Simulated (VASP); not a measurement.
A run of VASP 6.6.1:

The input INCAR:

```
PREC = Accurate
ENCUT = 520
EDIFF = 1E-6
ISMEAR = 0
SIGMA = 0.03
LREAL = False
LASPH = True
NELM = 80
ALGO = Normal
ISIF = 2
LWAVE = False
LCHARG = False
GGA = PS
NBANDS = 16
```

KPOINTS

```
Automatic mesh
0
Gamma
  12 12 6
```

POSCAR

```
Si
1.0
    4.1378228574      0.0000000000      0.0000000000
   -2.0689114287      3.5834597108      0.0000000000
    0.0000000000      0.0000000000      6.8392317602
Si
4
Direct
    0.3333333333      0.6666666667      0.0630095000
    0.6666666667      0.3333333333      0.5630095000
    0.3333333333      0.6666666667      0.4369905000
    0.6666666667      0.3333333333      0.9369905000
```

Potentials or basis: VASP PAW PBE potentials, release 64 (Si).

Launch:

```sh
$ cat potpaw_PBE.64/Si/POTCAR > POTCAR
$ mpirun -np 1 vasp_std > vasp.out
```

Hardware: 1 thread of Intel(R) Xeon(R) Platinum 8259CL CPU @ 2.50GHz (Skylake/Cascade Lake), with other jobs on the host.

Question: How long does it take, and how much memory?

Answer: It took 67 s on 1 thread of Intel(R) Xeon(R) Platinum 8259CL CPU @ 2.50GHz (Skylake/Cascade Lake), on a shared host, peak memory 0.26 GiB. Counts: scf iterations 11, k points 76.
